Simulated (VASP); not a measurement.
The system is Zn.

```
Zn
1.0
     2.63391    0.00000    0.00000
    -1.31696    2.28104    0.00000
     0.00000    0.00000    4.89888
Zn
2
Direct
  0.66667 0.33333 0.75000
  0.33333 0.66667 0.25000
```

This cell differs from its parent crystal: volume scaled by 0.96.

Base run:

```yaml
Program: VASP 6.6.1
Functional: LDA
Potentials_or_basis: VASP PAW LDA potentials, release 64 (Zn)
Cutoff: 520 eV
k_mesh: 11 × 11 × 6
Occupations: fermi-dirac, width 0.05 eV
Spin: no spin polarisation
```

Its results: band gap on the k mesh zero (band 12 reaches 4.85 eV, above the bottom of band 13 at 0.03 eV); pressure -6.1 GPa.

Task: The run is repeated on the same cell with these changes: functional from LDA to PBEsol; potentials or basis from VASP PAW LDA potentials, release 64 (Zn) to VASP PAW PBE potentials, release 64 (Zn). What comes out?

Result: Band gap on the k mesh zero (band 12 reaches 4.90 eV, above the bottom of band 13 at 0.14 eV); pressure -2.4 GPa.

Caveats: the PAW data sets were made with another functional, which shifts forces and pressure a little (some runs).
